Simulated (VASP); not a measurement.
Crystal: Ti.

```xyz
2
Lattice="2.9695 0.0000 0.0000 -1.4848 2.5717 0.0000 0.0000 0.0000 4.7110" Properties=species:S:1:pos:R:3 pbc="T T T"
Ti    1.4848    0.8572    3.5332
Ti    0.0000    1.7145    1.1777
```

Base run:

- Program: VASP 6.6.1
- Functional: r2SCAN
- Potentials or basis: VASP PAW PBE potentials, release 64 (Ti_sv)
- Cutoff: 520 eV
- k mesh: 10 × 10 × 6
- Occupations: fermi-dirac, width 0.05 eV
- Spin: no spin polarisation

Its results: band gap on the k mesh zero (band 12 reaches 8.87 eV, above the bottom of band 13 at 7.67 eV); pressure -3.9 GPa.

The run is repeated on the same cell with these changes: dispersion from none to D4. What comes out?

Band gap on the k mesh zero (band 12 reaches 8.87 eV, above the bottom of band 13 at 7.67 eV); pressure -4.4 GPa.

Dispersion adds attraction, which lowers the pressure at fixed volume and, as a term added to the energy, leaves the levels alone.

Caveats: the PAW data sets were made with another functional, which shifts forces and pressure a little; pairwise dispersion overbinds metals, which lowers pressure and volume (some runs).
